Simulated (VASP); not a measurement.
Input of a VASP 6.6.1 run:

File INCAR:

```
SYSTEM = KTaO3
ALGO = Normal
EDIFF = 1E-7
ENCUT = 520
GGA = PS
ISIF = 2
ISMEAR = 0
LASPH = .True.
LCHARG = .False.
LREAL = .False.
LWAVE = .False.
NBANDS = 27
NELM = 80
PREC = Accurate
SIGMA = 0.05
```

File KPOINTS:

```
k-points
0
Gamma
  8 8 8
  0 0 0
```

Contents of POSCAR:

```
KTaO3
1.0
    3.3875543774      0.0000000000      0.0000000000
    0.0000000000      3.9853580911      0.0000000000
    0.0000000000      0.0000000000      3.7661633961
K Ta O
1 1 3
Direct
    0.5000000000      0.5000000000      0.5000000000
    0.0000000000      0.0000000000      0.0000000000
    0.5000000000      0.0000000000      0.0000000000
    0.0000000000      0.5000000000      0.0000000000
    0.0000000000      0.0000000000      0.5000000000
```

Potentials or basis: VASP PAW PBE potentials, release 64 (K_sv, Ta_pv, O).

The run is started by

```console
$ cat potpaw_PBE.64/K_sv/POTCAR potpaw_PBE.64/Ta_pv/POTCAR potpaw_PBE.64/O/POTCAR > POTCAR
$ mpirun -np 1 vasp_std > vasp.out
```

Task: Predict the band gap on the k mesh.

Result: 1.65 eV.

Task: Predict the pressure.

Result: 88.5 GPa.

Stress tensor (GPa, compression positive):
```
177.64   0.00   0.00
  0.00  24.96   0.00
  0.00   0.00  62.85
```

Caveat: the cell differs from its parent crystal (normal strain along x -0.1500, normal strain along z -0.0550); the cell stands under pressure; the PAW data sets were made with another functional, which shifts forces and pressure a little; spin-orbit coupling is left out, which moves the levels of the heavy elements. A k mesh can miss the band edges.
